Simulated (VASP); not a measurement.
Set up this calculation in VASP 6.6.1, as the native input.

- Task: single point
- Functional: PBE
- Potentials or basis: VASP PAW PBE potentials, release 64 (Ga_d, O)
- Cutoff: 520 eV
- k mesh: 7 × 7 × 7
- Occupations: gaussian, width 0.01 eV
- Spin: no spin polarisation
- Dipole correction: no
- Further INCAR settings: ALGO = Normal; EDIFF = 1e-06; NBANDS = 55

The structure of Ga2O3 lies in POSCAR:

```
Ga2O3
1.0
    2.5289754451      1.4601046709      4.5413080054
   -2.5289754451      1.4601046709      4.5413080054
    0.0000000000     -2.9202092911      4.5413080216
Ga O
4 6
Direct
    0.8558413518      0.8558413518      0.8558413518
    0.6441586482      0.6441586482      0.6441586482
    0.1441586482      0.1441586482      0.1441586482
    0.3558413518      0.3558413518      0.3558413518
    0.7500000000      0.4469003098      0.0530996902
    0.4469003098      0.0530996902      0.7500000000
    0.0530996902      0.7500000000      0.4469003098
    0.2500000000      0.5530996902      0.9469003098
    0.9469003098      0.2500000000      0.5530996902
    0.5530996902      0.9469003098      0.2500000000
```

These files were run (other wordings do the same):

INCAR

```
SYSTEM = Ga2O3
PREC = Accurate ; ENCUT = 520
EDIFF = 1E-6 ; ISMEAR = 0
SIGMA = 0.01 ; LREAL = .False.
LASPH = .True. ; NELM = 60
ALGO = Normal ; ISIF = 2
LWAVE = .False. ; LCHARG = .False.
GGA = PE ; NBANDS = 55
```

KPOINTS

```
regular mesh
0
Gamma
  7 7 7
  0 0 0
```

Potentials or basis: VASP PAW PBE potentials, release 64 (Ga_d, O).

Run with:

```sh
$ cat potpaw_PBE.64/Ga_d/POTCAR potpaw_PBE.64/O/POTCAR > POTCAR
$ mpirun -np 1 vasp_std > vasp.out
```

It gave:

* Pressure: 0.9 GPa
* Largest force: 0.012 eV/Å
* Band gap on the k mesh: 2.40 eV (least direct gap 2.62 eV)

Caveat: an odd mesh through Γ misses points on the zone boundary, where band edges can lie.

Wall time 8.8 min on 1 thread of Intel Xeon 8259CL (shared host), peak memory 0.35 GiB.
